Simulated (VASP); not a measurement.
Set up this calculation in VASP 6.6.1, as the native input.

- Task: relaxation of cell and atoms
- Functional: LDA
- Potentials or basis: VASP PAW LDA potentials, release 64 (W_sv)
- Cutoff: 600 eV
- k mesh: 17 × 17 × 9
- Occupations: fermi-dirac, width 0.05 eV
- Spin: no spin polarisation
- Dipole correction: no
- Further INCAR settings: ALGO = Normal; EDIFF = 1e-06; IBRION = 2; EDIFFG = -0.005; NSW = 45; ISIF = 3

The structure of W lies in POSCAR:

```
W
1.0
    2.7358079164      0.0000000000      0.0000000000
   -1.3679039582      2.3692791554      0.0000000000
    0.0000000000      0.0000000000      4.8533940543
W
2
Direct
    0.3333333333      0.6666666667      0.2500000000
    0.6666666667      0.3333333333      0.7500000000
```

This isn't the form of W at room conditions, which is bcc.

One way to write it, as run:

INCAR

```
SYSTEM = W
PREC     = Accurate       ! precision mode
ENCUT    = 600            ! plane-wave cutoff, eV
EDIFF    = 1E-6           ! SCF threshold, eV
ISMEAR   = -1             ! smearing method
SIGMA    = 0.05           ! smearing width, eV
LREAL    = .False.        ! projectors in reciprocal space
LASPH    = .True.         ! aspherical terms in the spheres
NELM     = 100            ! most SCF steps
ALGO     = Normal         ! electronic algorithm
ISIF     = 3              ! what is computed and relaxed
LWAVE    = .False.        ! write WAVECAR
LCHARG   = .False.        ! write CHGCAR
GGA      = CA             ! functional
IBRION   = 2              ! ionic algorithm
NSW      = 45             ! ionic steps
EDIFFG   = -0.005         ! ionic threshold
```

KPOINTS

```
Automatic mesh
0
Gamma
  17 17 9
  0 0 0
```

Potentials or basis: VASP PAW LDA potentials, release 64 (W_sv).

Run with:

```sh
$ cat potpaw_LDA.64/W_sv/POTCAR > POTCAR
$ mpirun -np 1 vasp_std > vasp.out
```

It gave:

```yaml
Relaxed_volume: 15.82 Å³/atom
Relaxed_cell: a = 2.742 Å, b = 2.742 Å, c = 4.861 Å, α = 90.00°, β = 90.00°, γ = 120.00°
Space_group_after_relaxing_to_0.1_Å: P6_3/mmc (No. 194)
Energy_gained_by_relaxing: 0.6 meV/atom
Ionic_steps: 3
Pressure_after_relaxing: 0.0 GPa
Band_gap_on_the_k_mesh: zero (bands 14 and 15 overlap by 1.77 eV)
```

Caveat: spin-orbit coupling is left out, which moves the levels of the heavy elements.

Run time: 60 s on 1 thread of Intel(R) Xeon(R) 6975P-C (Granite Rapids), with other jobs on the host, peak memory 0.22 GiB.
